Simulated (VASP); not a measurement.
# SnO2 (P4_2/mnm) in VASP: relaxation of the atoms with PBE

Aim: the relaxation of the atoms of SnO2 with PBE.

All numbers are computed with VASP 6.6.1; they aren't measurements. Logs are shortened: lines on timing, memory, paths and dates and some standing lists are left out, and cuts for length are marked.

## (1) The cell of the first run

It takes space group P4_2/mnm (No. 136, tetragonal). Conventional cell: a = 4.737 Å, b = 4.737 Å, c = 3.186 Å, α = 90.00°, β = 90.00°, γ = 90.00°. Sn (site symmetry mmm) has 6 O at 2.05 to 2.06 Å within 2.7 Å. O (site symmetry m2m) has 3 Sn at 2.05 to 2.06 Å and 1 O at 2.59 Å within 2.7 Å.

## (2) Relaxation of the atoms, PBE

INCAR

```
SYSTEM = SnO2
  PREC = Accurate
  ENCUT = 520
  EDIFF = 1E-7
  ISMEAR = 0
  SIGMA = 0.01
  LREAL = .FALSE.
  LASPH = .TRUE.
  NELM = 120
  ALGO = Normal
  ISIF = 2
  LWAVE = .FALSE.
  LCHARG = .FALSE.
  GGA = PE
  IBRION = 2
  NSW = 80
  EDIFFG = -0.003
  GGA_COMPAT = .FALSE.
  NELMIN = 4
```

KPOINTS

```
regular mesh
0
G
  5 5 8
  0 0 0
```

POSCAR

```
SnO2
1.0
    4.7372700000      0.0000000000      0.0000000000
    0.0000000000      4.7372700000      0.0000000000
    0.0000000000      0.0000000000      3.1863830000
Sn O
2 4
Direct
    0.0000000000      0.0000000000      0.0000000000
    0.5000000000      0.5000000000      0.5000000000
    0.3070000000      0.3070000000      0.0000000000
    0.1930000000      0.8070000000      0.5000000000
    0.6930000000      0.6930000000      0.0000000000
    0.8070000000      0.1930000000      0.5000000000
```

Potentials or basis: VASP PAW PBE potentials, release 64 (Sn_d, O).

Run with:

```bash
> cat potpaw_PBE.64/Sn_d/POTCAR potpaw_PBE.64/O/POTCAR > POTCAR
> mpirun -np 1 vasp_std > vasp.out
```

OUTCAR:

```text
SYSTEM = SnO2
   PREC = Accurate
   ENCUT = 520
   EDIFF = 1E-7
   ISMEAR = 0
   LREAL = .FALSE.
   LASPH = .TRUE.
   NELM = 120
   ISIF = 2
   GGA = PE
   IBRION = 2
   NSW = 80
   EDIFFG = -0.003
   NELMIN = 4

 ion  position               nearest neighbor table
   1  0.000  0.000  0.000-   4 2.05   6 2.05   4 2.05   6 2.05   5 2.06   3 2.06   2 3.71   2 3.71
                             2 3.71   2 3.71   2 3.71   2 3.71   2 3.71   2 3.71
   2  0.500  0.500  0.500-   3 2.05   5 2.05   3 2.05   5 2.05   4 2.06   6 2.06   1 3.71   1 3.71
                             1 3.71   1 3.71   1 3.71   1 3.71   1 3.71   1 3.71
   3  0.307  0.307  0.000-   2 2.05   2 2.05   1 2.06
   4  0.193  0.807  0.500-   1 2.05   1 2.05   2 2.06
   5  0.693  0.693  0.000-   2 2.05   2 2.05   1 2.06
   6  0.807  0.193  0.500-   1 2.05   1 2.05   2 2.06

  LATTYP: Found a simple tetragonal cell.
 ALAT       =     4.7372700000
 C/A-ratio  =     0.6726200955

  Lattice vectors:

 A1 = (   4.7372700000,   0.0000000000,   0.0000000000)
 A2 = (   0.0000000000,   4.7372700000,   0.0000000000)
 A3 = (   0.0000000000,   0.0000000000,   3.1863830000)

Analysis of symmetry for initial positions (statically):
=====================================================================
 Subroutine PRICEL returns:
 Original cell was already a primitive cell.

 Routine SETGRP: Setting up the symmetry group for a
 simple tetragonal supercell.

 Subroutine GETGRP returns: Found 16 space group operations
 (whereof  8 operations were pure point group operations)
 out of a pool of 16 trial point group operations.

The static configuration has the point symmetry D_2h.
 The point group associated with its full space group is D_4h.

Analysis of symmetry for dynamics (positions and initial velocities):
=====================================================================
 Subroutine PRICEL returns:
 Original cell was already a primitive cell.

 Routine SETGRP: Setting up the symmetry group for a
 simple tetragonal supercell.

 Subroutine GETGRP returns: Found 16 space group operations
 (whereof  8 operations were pure point group operations)
 out of a pool of 16 trial point group operations.

The dynamic configuration has the point symmetry D_2h.
 The point group associated with its full space group is D_4h.

 Subroutine INISYM returns: Found 16 space group operations
 (whereof  8 operations are pure point group operations),
 and found     1 'primitive' translations

----------------------------------------------------------------------------------------

                                     Primitive cell

  volume of cell :      71.5079

  direct lattice vectors                    reciprocal lattice vectors
     4.737270000  0.000000000  0.000000000     0.211092042  0.000000000  0.000000000
     0.000000000  4.737270000  0.000000000     0.000000000  0.211092042  0.000000000
     0.000000000  0.000000000  3.186383000     0.000000000  0.000000000  0.313835468

  length of vectors
     4.737270000  4.737270000  3.186383000     0.211092042  0.211092042  0.313835468

  position of ions in fractional coordinates (direct lattice)
     0.000000000  0.000000000  0.000000000
     0.500000000  0.500000000  0.500000000
     0.307000000  0.307000000  0.000000000
     0.193000000  0.807000000  0.500000000
     0.693000000  0.693000000  0.000000000
     0.807000000  0.193000000  0.500000000

  ion indices of the primitive-cell ions
   primitive index   ion index
                 1           1
                 2           2
                 3           3
                 4           4
                 5           5
                 6           6

----------------------------------------------------------------------------------------

 KPOINTS: regular mesh

Automatic generation of k-mesh.
 Grid dimensions read from file:
 generate k-points for:    5    5    8

 Generating k-lattice:

  Cartesian coordinates                     Fractional coordinates (reciprocal lattice)
     0.042218408  0.000000000  0.000000000     0.200000000  0.000000000  0.000000000
     0.000000000  0.042218408  0.000000000     0.000000000  0.200000000  0.000000000
     0.000000000  0.000000000  0.039229433     0.000000000  0.000000000  0.125000000

  Length of vectors
     0.042218408  0.042218408  0.039229433

  Shift w.r.t. Gamma in fractional coordinates (k-lattice)
     0.000000000  0.000000000  0.000000000

 Subroutine IBZKPT returns following result:
 ===========================================

 Found     30 irreducible k-points:

 Following reciprocal coordinates:
            Coordinates               Weight
  0.000000  0.000000  0.000000      1.000000
  0.200000  0.000000  0.000000      4.000000
  0.400000  0.000000  0.000000      4.000000
  0.200000  0.200000  0.000000      4.000000
  0.400000  0.200000  0.000000      8.000000
  0.400000  0.400000  0.000000      4.000000
[... 16 lines left out ...]
  0.400000  0.200000  0.375000     16.000000
  0.400000  0.400000  0.375000      8.000000
 [... further k-points ...]
   k-points           NKPTS =     30   k-points in BZ     NKDIM =     30   number of bands    NBANDS=     31
   number of dos      NEDOS =    301   number of ions     NIONS =      6
   total plane-waves  NPLWV =  31104
   dimension x,y,z NGX =    36 NGY =   36 NGZ =   24
   dimension x,y,z NGXF=    72 NGYF=   72 NGZF=   48
   ions per type =               2   4
   NGX,Y,Z   is equivalent  to a cutoff of  12.63, 12.63, 12.52 a.u.
   NGXF,Y,Z  is equivalent  to a cutoff of  25.27, 25.27, 25.04 a.u.
 SYSTEM =  SnO2
   PREC   = accura    normal or accurate (medium, high low for compatibility)
   ISTART =      0    job   : 0-new  1-cont  2-samecut
   ICHARG =      2    charge: 1-file 2-atom 10-const
   ISPIN  =      1    spin polarized calculation?
   LNONCOLLINEAR =      F non collinear calculations
   LSORBIT =      F    spin-orbit coupling
   LASPH  =      T    aspherical Exc in radial PAW
   ENCUT  =  520.0 eV  38.22 Ry    6.18 a.u.   8.81  8.81  5.92*2*pi/ulx,y,z
   NELM   =    120;   NELMIN=  4; NELMDL= -5     # of ELM steps
   EDIFF  = 0.1E-06   stopping-criterion for ELM
   LREAL  =      F    real-space projection
   EDIFFG = -.3E-02   stopping-criterion for IOM
   NSW    =     80    number of steps for IOM
   IBRION =      2    ionic relax: 0-MD 1-quasi-New 2-CG
   NFREE  =      1    steps in history (QN), initial steepest desc. (CG)
   ISIF   =      2    stress and relaxation
   ISYM   =      2    0-nonsym 1-usesym 2-fastsym
   POTIM  = 0.5000    time-step for ionic-motion
   TEBEG  =    0.0;   TEEND  =   0.0 temperature during run
   PSTRESS=    0.0 pullay stress
   NELECT =      52.0000    total number of electrons
   NUPDOWN=      -1.0000    fix difference up-down
   EMIN   =  10.00;   EMAX   =-10.00  energy-range for DOS
   EFERMI =   0.00;   METHOD = LEGACY
   ISMEAR =     0;   SIGMA  =   0.01  broadening in eV -4-tet -1-fermi 0-gaus
   EFERMI_NEDOS =   21; number of points for ismear=-14 and -15
   IALGO  =     38    algorithm
   IMIX   =      4    mixing-type and parameters
     AMIX     =   0.40;   BMIX     =  1.00
     AMIX_MAG =   1.60;   BMIX_MAG =  1.00
  volume/ion in A,a.u.               =      11.92        80.43
  Fermi-wavevector in a.u.,A,eV,Ry     =   1.472170  2.781997 29.487682  2.167283
  Thomas-Fermi vector in A             =   2.587217
   LORBIT       =      0    0 simple, 1 ext, 2 COOP (PROOUT), +10 PAW based schemes
   GGA     = PE    functional components
   LHFCALC =     F    Hartree Fock is set to
   AEXX    =    0.0000 exact exchange contribution
   IVDW    =     0    specifies the selected vdW correction
   LEPSILON=     F    determine dielectric tensor
   LRPA    =     F    only Hartree local field effects (RPA)
 conjugate gradient relaxation of ions
 non-spin polarized calculation
 Gauss-broadening in eV      SIGMA  =   0.01
  energy-cutoff  :      520.00
  volume of cell :       71.51
 maximum number of plane-waves:      1948
 NGX is ok and might be reduce to    36
   NGX = 17   NGY = 17   NGZ = 11

--------------------------------------- Ionic step        1  -------------------------------------------

 number of electron      51.9999993 magnetization

 Free energy of the ion-electron system (eV)
  ---------------------------------------------------
  ext. energy  EPLUGINS =         0.00000000
  ---------------------------------------------------
  free energy    TOTEN  =       -37.15841655 eV

  energy without entropy =      -37.15841655  energy(sigma->0) =      -37.15841655

------------------------ aborting loop because EDIFF is reached ----------------------------------------

  FORCE on cell =-STRESS in cart. coord.  units (eV):
  Direction    XX          YY          ZZ          XY          YZ          ZX
  --------------------------------------------------------------------------------------
  -------------------------------------------------------------------------------------
  Total        4.8065683      4.8065683      6.2565236      0.0000000      0.0000000      0.0000000
  in kB      107.6939857    107.6939857    140.1810859      0.0000000      0.0000000      0.0000000
  external PRESSURE =     118.5230191 kB  Pullay stress =       0.0000000 kB

 VOLUME and BASIS-vectors are now :
 -----------------------------------------------------------------------------
  energy-cutoff  :      520.00
  volume of cell :       71.51
      direct lattice vectors                 reciprocal lattice vectors
     4.737270000  0.000000000  0.000000000     0.211092042  0.000000000  0.000000000
     0.000000000  4.737270000  0.000000000     0.000000000  0.211092042  0.000000000
     0.000000000  0.000000000  3.186383000     0.000000000  0.000000000  0.313835468
[... 41 lines left out ...]
 POSITION                                       TOTAL-FORCE (eV/Angst)
 -----------------------------------------------------------------------------------
      0.00000      4.73727      3.18638         0.000000      0.000000      0.000000
      2.36863      2.36863      1.59319         0.000000      0.000000      0.000000
      1.44484      1.44484      3.18638         0.035288      0.035288     -0.000000
      0.92380      3.81347      1.59319        -0.035288      0.035288      0.000000
      3.29243      3.29243      0.00000        -0.035288     -0.035288      0.000000
      3.81347      0.92380      1.59319         0.035288     -0.035288      0.000000
 -----------------------------------------------------------------------------------
    total drift:                               -0.000000      0.000000     -0.000000

  FREE ENERGIE OF THE ION-ELECTRON SYSTEM (eV)
  ---------------------------------------------------
  free  energy   TOTEN  =       -37.1645280728 eV

  energy  without entropy=      -37.1645280728  energy(sigma->0) =      -37.16452807

--------------------------------------- Ionic step        3  -------------------------------------------

 number of electron      51.9999990 magnetization

 Free energy of the ion-electron system (eV)
  ---------------------------------------------------
  ext. energy  EPLUGINS =         0.00000000
  ---------------------------------------------------
  free energy    TOTEN  =       -37.16473524 eV

  energy without entropy =      -37.16473524  energy(sigma->0) =      -37.16473524

 E-fermi :   6.1957     XC(G=0): -11.2624

 val. band max:        6.1544111428   @ k =   0.0000   0.0000   0.0000
 cond. band min:       7.3909726273   @ k =   0.0000   0.0000   0.0000
 fundamental gap:      1.2365614846
 Fermi energy:         6.1957218271

 k-point     1 :       0.0000    0.0000    0.0000
  band No.  band energies     occupation
      1     -14.9652      2.00000
      2     -14.1600      2.00000
      3     -13.9079      2.00000
      4     -13.8795      2.00000
      5     -13.8795      2.00000
      6     -13.8200      2.00000
[... 805 lines left out ...]
     30      15.3634      0.00000
     31      16.5630      0.00000

 [... further k-points ...]
[... 5 lines left out ...]
  --------------------------------------------------------------------------------------
  -------------------------------------------------------------------------------------
  Total        4.7508657      4.7508657      5.8572718      0.0000000      0.0000000      0.0000000
  in kB      106.4459365    106.4459365    131.2356140      0.0000000      0.0000000      0.0000000
  external PRESSURE =     114.7091623 kB  Pullay stress =       0.0000000 kB

 VOLUME and BASIS-vectors are now :
 -----------------------------------------------------------------------------
  energy-cutoff  :      520.00
  volume of cell :       71.51
      direct lattice vectors                 reciprocal lattice vectors
     4.737270000  0.000000000  0.000000000     0.211092042  0.000000000  0.000000000
     0.000000000  4.737270000  0.000000000     0.000000000  0.211092042  0.000000000
     0.000000000  0.000000000  3.186383000     0.000000000  0.000000000  0.313835468

 POSITION                                       TOTAL-FORCE (eV/Angst)
 -----------------------------------------------------------------------------------
      0.00000      0.00000      0.00000         0.000000      0.000000      0.000000
      2.36863      2.36863      1.59319         0.000000      0.000000      0.000000
      1.44630      1.44630      0.00000        -0.000002     -0.000002     -0.000000
      0.92234      3.81493      1.59319         0.000002     -0.000002     -0.000000
      3.29097      3.29097      0.00000         0.000002      0.000002      0.000000
      3.81493      0.92234      1.59319        -0.000002      0.000002      0.000000
 -----------------------------------------------------------------------------------
    total drift:                               -0.000000      0.000000     -0.000000

  FREE ENERGIE OF THE ION-ELECTRON SYSTEM (eV)
  ---------------------------------------------------
  free  energy   TOTEN  =       -37.1647352391 eV

  energy  without entropy=      -37.1647352391  energy(sigma->0) =      -37.16473524

 reached required accuracy - stopping structural energy minimisation
```

It took 76 s on 1 thread of AMD EPYC 9R45 (Zen 5), shared host; peak memory 0.17 GiB.

What came out:

```yaml
Free_energy: -37.1647 eV
Energy_gained_by_relaxing: 1.1 meV/atom
Ionic_steps: 3
Pressure_after_relaxing: 11.5 GPa
Band_gap_on_the_k_mesh: 1.24 eV, direct
```

Stress tensor (GPa, compression positive):
```
10.64  0.00  0.00
 0.00 10.64  0.00
 0.00  0.00 13.12
```

Step by step:
| step | energy change (eV) | largest force (eV/Å) | pressure (GPa) |
| --- | --- | --- | --- |
| 1 | 0.0000 | 0.2786 | 11.85 |
| 2 | -0.0061 | 0.0499 | 11.41 |
| 3 | -0.0063 | 0.0000 | 11.47 |

Final structure:
```cif
data_structure
_symmetry_space_group_name_H-M 'P 1'
_symmetry_Int_Tables_number 1
_cell_length_a 4.7373
_cell_length_b 4.7373
_cell_length_c 3.1864
_cell_angle_alpha 90.000
_cell_angle_beta 90.000
_cell_angle_gamma 90.000
_cell_volume 71.51
loop_
_atom_site_label
_atom_site_type_symbol
_atom_site_fract_x
_atom_site_fract_y
_atom_site_fract_z
_atom_site_occupancy
Sn1 Sn 0.00000 0.00000 0.00000 1
Sn2 Sn 0.50000 0.50000 0.50000 1
O1 O 0.30530 0.30530 0.00000 1
O2 O 0.19470 0.80530 0.50000 1
O3 O 0.69470 0.69470 0.00000 1
O4 O 0.80530 0.19470 0.50000 1
```

Caveat: spin-orbit coupling is left out, which moves the levels of the heavy elements. A hybrid or GW would open this gap; PBE tends to underestimate it.
